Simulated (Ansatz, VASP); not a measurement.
## Cu: VASP beside Ansatz

The input INCAR:

```
PREC = Accurate ; ENCUT = 520
EDIFF = 1E-6 ; ISMEAR = 0
SIGMA = 0.15 ; LREAL = F
LASPH = T ; NELM = 100
ALGO = Normal ; ISIF = 2
LWAVE = F ; LCHARG = T
GGA = PE ; LELF = T
LVHAR = T ; NBANDS = 12
```

The input KPOINTS:

```
Automatic mesh
0
Gamma
  28 28 28
```

POSCAR

```
Cu
1.0
    0.0000000000      1.7695022750      1.7695022750
    1.7695022750      0.0000000000      1.7695022750
    1.7695022750      1.7695022750      0.0000000000
Cu
1
Direct
    0.0000000000      0.0000000000      0.0000000000
```

Input for Ansatz:

```yaml
crystal:
  lattice:
    - [0.0, 1.769502275, 1.769502275]
    - [1.769502275, 0.0, 1.769502275]
    - [1.769502275, 1.769502275, 0.0]
  atoms:
    - { symbol: Cu, position: [0.0, 0.0, 0.0] }
basis:
  ecutwfc: 420
kpoints:
  mp_grid: { grid: [28, 28, 28] }
hamiltonian:
  xc: pbe
scf:
  occupations: { method: gaussian, width: 0.15 }
output:
  forces: true
  stress: true
  eigenvalues: true
  write_density: true
  write_potential: true
  elf: true
  volumetric_format: npy
```

Change from the starting cell: strain -0.025 along x and y, -0.025 along z, atoms carried along.

Alike in both runs: task single point; functional PBE; k mesh 28 × 28 × 28; occupations gaussian, width 0.15 eV; no spin polarisation.

|  | VASP | Ansatz |
| --- | --- | --- |
| version | VASP 6.6.1 | Ansatz 0.2.0 |
| potentials or method | VASP PAW PBE potentials, release 64 (Cu), cutoff 520 eV | scalar-relativistic, plane waves, PAW |
| valence electrons in the cell | 11 | 19 |

```tsv
	VASP	Ansatz	Ansatz less VASP
gap on the k mesh at the Fermi level (eV)	none	none	-
pressure (GPa)	13.5	12.9	-0.55
```

A gap of «none» marks a metal or a gap that the smearing closes. The functional is the same, so the differences come from potentials, cutoffs and numerics. VASP's potentials hold 11 valence electrons a cell and Ansatz's 19, so a difference there can come from the potentials and not from the codes.
